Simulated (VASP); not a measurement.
**ZnO (zincite): single point with PBE**

The system is ZnO (zincite).

```
Zn O
1.0
     3.24931    0.00000    0.00000
    -1.62465    2.81398    0.00000
     0.00000    0.00000    5.20571
Zn O
2 2
Direct
  0.66667 0.33333 0.00000
  0.33333 0.66667 0.50000
  0.33333 0.66667 0.87901
  0.66667 0.33333 0.37901
```

```yaml
Program: VASP 6.6.1
Task: single point
Functional: PBE
Potentials_or_basis: VASP PAW PBE potentials, release 64 (Zn, O)
Cutoff: 520 eV
k_mesh: 5 × 5 × 3
Occupations: fermi-dirac, width 0.05 eV
Spin: no spin polarisation
Dipole_correction: no
Further_INCAR_settings: ALGO = Normal; EDIFF = 1e-06; NBANDS = 26
```

```
Pressure               : 6.0 GPa
Largest force          : 0.074 eV/Å
Band gap on the k mesh : 0.79 eV, direct
```

Forces in eV/Å, atoms in the order of the input:
```
Zn   0.000  0.000 -0.074
Zn   0.000  0.000 -0.074
O    0.000  0.000  0.074
O    0.000  0.000  0.074
```

Stress tensor (GPa, compression positive):
```
5.43 0.00 0.00
0.00 5.43 0.00
0.00 0.00 7.12
```

Levels at points of the mesh, in eV from the valence-band top:
| k point | band 16 | band 17 | band 18 | band 19 | band 20 | band 21 |
| --- | --- | --- | --- | --- | --- | --- |
| (0.00, 0.00, 0.00) | -0.07 | 0.00 | 0.00 | 0.79 | 5.21 | 8.26 |

Run time: 6.5 s on 1 thread of Intel(R) Xeon(R) 6975P-C (Granite Rapids), on a shared host, peak memory 0.15 GiB.

Caveat: the k points lie up to 0.45 Å⁻¹ apart. Expect the measured gap to be larger: semilocal functionals such as PBE lack the derivative discontinuity.
